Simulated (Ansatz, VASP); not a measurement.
Given: the input of a run of VASP 6.6.1 on Sb.

Contents of INCAR:

```
PREC     = Accurate       # precision mode
ENCUT    = 520            # plane-wave cutoff, eV
EDIFF    = 1E-6           # SCF threshold, eV
ISMEAR   = -1             # smearing method
SIGMA    = 0.05           # smearing width, eV
LREAL    = F              # projectors in reciprocal space
LASPH    = T              # aspherical terms in the spheres
NELM     = 60             # most SCF steps
ALGO     = Normal         # electronic algorithm
ISIF     = 2              # what is computed and relaxed
LWAVE    = F              # write WAVECAR
LCHARG   = F              # write CHGCAR
GGA      = PE             # functional
ALDAC    = 0.0          
AGGAC    = 0.0          
NBANDS   = 12             # bands
```

The input KPOINTS:

```
regular mesh
0
Gamma
  8 8 8
```

The input POSCAR:

```
Sb
1.0
    2.1250856202      1.2269187549      3.7072099901
   -2.1250856202      1.2269187549      3.7072099901
    0.0000000000     -2.4538375098      3.7072099901
Sb
2
Direct
    0.7665100000      0.7665100000      0.7665100000
    0.2334900000      0.2334900000      0.2334900000
```

Potentials or basis: VASP PAW PBE potentials, release 64 (Sb).

Launch:

```console
$ cat potpaw_PBE.64/Sb/POTCAR > POTCAR
$ mpirun -np 1 vasp_std > vasp.out
```

Problem. Set up the same calculation for Ansatz 0.2.0. Potentials there: Ansatz PAW.

Solution. As run (the cutoff follows the program's own potentials):

Contents of input.yaml:

```yaml
crystal:
  lattice:
    - [2.1250856202, 1.2269187549, 3.7072099901]
    - [-2.1250856202, 1.2269187549, 3.7072099901]
    - [0.0, -2.4538375098, 3.7072099901]
  atoms:
    - { symbol: Sb, position: [0.76651, 0.76651, 0.76651] }
    - { symbol: Sb, position: [0.23349, 0.23349, 0.23349] }
hamiltonian:
  xc: { exchange: pbe, correlation: none }
  pseudopotentials: { kind: paw }
kpoints:
  mp_grid: { grid: [8, 8, 8] }
scf:
  occupations: { method: fermi_dirac, width: 0.05 }
output:
  forces: true
  stress: true
  eigenvalues: true
```

Potentials or basis: Ansatz PAW.

Run with:

```sh
$ ansatz run input.yaml --threads 2 --pin off --max-ram 5120MiB --backend cpu --events-out ev --progress --plain --runs-dir out
```

Both were run:

|  | VASP | Ansatz | Ansatz less VASP |
| --- | --- | --- | --- |
| gap on the k mesh at the Fermi level (eV) | none | none | - |
| pressure (GPa) | 16.1 | 15.8 | -0.32 |
| traceless stress, the component that is largest in VASP (GPa) | -0.88 | -0.78 | +0.091 |
| rms of the force components (eV/Å) | 0.345 | 0.304 | -0.0403 |

VASP's potentials were made for PBE, not for PBE exchange alone. Atom by atom the forces differ by 0.040 eV/Å (rms over components). A gap of «none» marks a metal or a gap that the smearing closes. With one functional, cell and mesh, what is left measures potentials, basis and numerics. VASP's potentials hold 10 valence electrons a cell and Ansatz's 30, so a difference there can come from the potentials and not from the codes.

Spin-orbit coupling is off throughout.
